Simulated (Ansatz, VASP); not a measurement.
**Two plane-wave programs on Tl16ICl15**

```
Tl I Cl
1.0
     0.00000    7.67493    7.67493
     7.67493    0.00000    7.67493
     7.67493    7.67493    0.00000
Tl I Cl
16 1 15
Cartesian
  -0.0690 -0.0690 -0.0690
  -0.0690 3.9064 3.9064
  3.9064 -0.0690 3.9064
  3.9064 3.9064 -0.0690
  3.9064 3.9064 3.9064
  3.8159 3.8159 7.6965
  3.8159 7.6965 3.8159
  3.9064 7.6060 7.6060
  7.6965 3.8159 3.8159
  7.6060 3.9064 7.6060
  7.6060 7.6060 3.9064
  7.6965 7.6965 7.6965
  7.6965 7.6965 11.4909
  7.6965 11.4909 7.6965
  11.4909 7.6965 7.6965
  11.4909 11.4909 11.4909
  1.9187 1.9187 1.9187
  1.9187 5.7562 5.7562
  5.7562 1.9187 5.7562
  5.7562 5.7562 1.9187
  5.7562 5.7562 5.7562
  5.7562 5.7562 9.5937
  5.7562 9.5937 5.7562
  5.8145 9.5937 9.5937
  9.5937 5.7562 5.7562
  9.5937 5.8145 9.5937
  9.5937 9.5937 5.8145
  9.5937 9.5937 9.5937
  9.5937 9.5937 13.3728
  9.5937 13.3728 9.5937
  13.3728 9.5937 9.5937
  13.4311 13.4311 13.4311
```

Alike in both runs: functional PBE; k mesh 2 × 2 × 2; occupations fermi-dirac, width 0.01 eV; no spin polarisation.

Ansatz relaxed the structure, and its values are those at the end. VASP's run is a single point on that final structure, the one shown.

|  | VASP | Ansatz |
| --- | --- | --- |
| version | VASP 6.6.1 | Ansatz 0.2.0 |
| potentials or method | VASP PAW PBE potentials, release 64 (Tl_d, I, Cl) | plane-wave PAW, scalar-relativistic |
| plane-wave cutoff (eV) | 520 | 420 |
| valence electrons in the cell | 320 | 330 |

|  | VASP | Ansatz | Ansatz less VASP |
| --- | --- | --- | --- |
| gap on the k mesh at the Fermi level (eV) | 1.92 | 1.91 | -0.007 |
| pressure (GPa) | 1.8 | 1.9 | +0.08 |

VASP's potentials hold 320 valence electrons a cell and Ansatz's 330, so a difference there can come from the potentials and not from the codes. Ansatz's warnings: stress scf threshold loose.

Neither program's run includes spin-orbit coupling.
